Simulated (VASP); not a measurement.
Write the native input for VASP 6.6.1 that does the following.

* Task: single point
* Functional: PBE
* Potentials or basis: VASP PAW PBE potentials, release 64 (Si, Sn_d)
* Cutoff: 520 eV
* k mesh: 12 × 12 × 4
* Occupations: gaussian, width 0.1 eV
* Spin: no spin polarisation
* Dipole correction: no
* Further INCAR settings: ALGO = Fast; EDIFF = 1e-07; NBANDS = 41

The structure of SiSn2 lies in POSCAR:

```
SiSn2
1.0
    3.2709785506      0.0000000000      0.0000000000
   -1.6354892753      2.8327505201      0.0000000000
    0.0000000000      0.0000000000     15.4880495009
Si Sn
2 4
Direct
    0.3333333333      0.6666666667      0.8419167372
    0.3333333333      0.6666666667      0.1580832628
    0.3333333333      0.6666666667      0.5000000000
    0.6666666667      0.3333333333      0.0000000000
    0.6666666667      0.3333333333      0.3105708017
    0.6666666667      0.3333333333      0.6894291983
```

The input as run:

INCAR

```
SYSTEM = SiSn2
PREC = Accurate
ENCUT = 520
EDIFF = 1E-7
ISMEAR = 0
SIGMA = 0.1
LREAL = .False.
LASPH = .True.
NELM = 80
ALGO = Fast
ISIF = 2
LWAVE = .False.
LCHARG = .False.
GGA = PE
NBANDS = 41
```

KPOINTS

```
Automatic mesh
0
Gamma
  12 12 4
  0 0 0
```

Potentials or basis: VASP PAW PBE potentials, release 64 (Si, Sn_d).

The run is started by

```console
$ cat potpaw_PBE.64/Si/POTCAR potpaw_PBE.64/Sn_d/POTCAR > POTCAR
$ mpirun -np 1 vasp_std > vasp.out
```

It gave:

```json
{
  "Pressure": "-0.1 GPa",
  "Band gap on the k mesh": "zero (bands 32 and 33 overlap by 6.94 eV)"
}
```

Caveat: spin-orbit coupling is left out, which moves the levels of the heavy elements.

It took 3.9 min on 1 thread of Intel(R) Xeon(R) Platinum 8375C CPU @ 2.90GHz (Ice Lake) (shared host), peak memory 0.41 GiB.
